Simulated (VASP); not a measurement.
Set up this calculation in VASP 6.6.1, as the native input.

| Item | Value |
| --- | --- |
| Task | single point |
| Functional | r2SCAN |
| Potentials or basis | VASP PAW PBE potentials, release 64 (Te, Mo_sv) |
| Cutoff | 550 eV |
| k mesh | 4 × 8 × 1 |
| Occupations | fermi-dirac, width 0.05 eV |
| Spin | no spin polarisation |
| Dipole correction | no |
| Further INCAR settings | ALGO = Normal; EDIFF = 1e-06; NBANDS = 35 |

Te2Mo, a slab with vacuum:

```
CELL_PARAMETERS angstrom
6.36161 0.00000 0.00000
0.00000 3.48040 0.00000
-0.08574 0.00000 36.17589
ATOMIC_POSITIONS crystal
Te 0.42925 0.75000 0.54070
Te 0.57075 0.25000 0.45930
Te 0.92085 0.25000 0.55653
Te 0.07915 0.75000 0.44347
Mo 0.18135 0.25000 0.49747
Mo 0.81865 0.75000 0.50253
```

One way to write it, as run:

POSCAR

```
Te2Mo
1.0
    6.3616090156      0.0000000000      0.0000000000
    0.0000000000      3.4804030600      0.0000000000
   -0.0857412231      0.0000000000     36.1758904685
Te Mo
4 2
Direct
    0.4292511000      0.7500000000      0.5407035800
    0.5707489000      0.2500000000      0.4592964200
    0.9208478700      0.2500000000      0.5565273200
    0.0791521300      0.7500000000      0.4434726800
    0.1813475600      0.2500000000      0.4974653700
    0.8186524400      0.7500000000      0.5025346300
```

INCAR.step1

```
PREC = Accurate
ENCUT = 550
ISMEAR = -1
SIGMA = 0.05
LREAL = False
LASPH = True
NELM = 120
NBANDS = 35
GGA = PE
ALGO = Normal
EDIFF = 1E-5
LWAVE = True
LCHARG = False
GGA_COMPAT = False
```

INCAR.step2

```
PREC = Accurate
ENCUT = 550
EDIFF = 1E-6
ISMEAR = -1
SIGMA = 0.05
LREAL = False
LASPH = True
NELM = 120
ALGO = Normal
ISIF = 2
LWAVE = False
LCHARG = False
METAGGA = R2SCAN
LMIXTAU = True
NBANDS = 35
ISTART = 1
GGA_COMPAT = False
```

KPOINTS

```
Automatic mesh
0
Gamma
  4 8 1
```

Potentials or basis: VASP PAW PBE potentials, release 64 (Te, Mo_sv).

Run with:

```sh
$ cat potpaw_PBE.64/Te/POTCAR potpaw_PBE.64/Mo_sv/POTCAR > POTCAR
$ cp INCAR.step1 INCAR
$ mpirun -np 1 vasp_std > vasp.out
$ cp INCAR.step2 INCAR
$ mpirun -np 1 vasp_std > vasp.out
```

Results of the run:

- Largest force: 0.037 eV/Å
- Band gap on the k mesh: zero (bands 26 and 27 overlap by 0.13 eV)

Caveat: there is no dipole correction, which matters where the two faces differ; the PAW data sets were made with another functional, which shifts forces and pressure a little; spin-orbit coupling is left out, which moves the levels of the heavy elements.

Wall time 35 min on 1 thread of Intel(R) Xeon(R) 6975P-C (Granite Rapids), with other jobs on the host, peak memory 1.1 GiB.
